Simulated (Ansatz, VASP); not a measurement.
**One calculation of Zr, two programs**

```xyz
2
Lattice="3.2320 0.0000 0.0000 -1.6160 2.7990 0.0000 0.0000 0.0000 5.0955" Properties=species:S:1:pos:R:3 pbc="T T T"
Zr    0.0000    1.8660    1.2739
Zr    1.6160    0.9330    3.8216
```

Change from the starting cell: zz strain of -1 %, PAW files.

Alike in both runs: task electric field gradients; functional LDA; k mesh 13 × 13 × 7; occupations fermi-dirac, width 0.03 eV; no spin polarisation.

|  | VASP | Ansatz |
| --- | --- | --- |
| version | VASP 6.6.1 | Ansatz 0.2.0 |
| potentials or method | VASP PAW LDA potentials, release 64 (Zr_sv) | PAW with Ansatz's default frozen-core files, scalar-relativistic |
| plane-wave cutoff (eV) | 520 | 420 |
| valence electrons in the cell | 24 | 24 |

```csv
,VASP,Ansatz,Ansatz less VASP
pressure (GPa),-5.1,-5.2,-0.09
"traceless stress, the component that is largest in VASP (GPa)",1.07,1.06,-0.013
size of Vzz on the site where it differs most (V/Å²),48.6,48.4,-0.19
```

LDA's correlation is that of Perdew and Zunger in VASP and of Perdew and Wang (1992) in Ansatz.
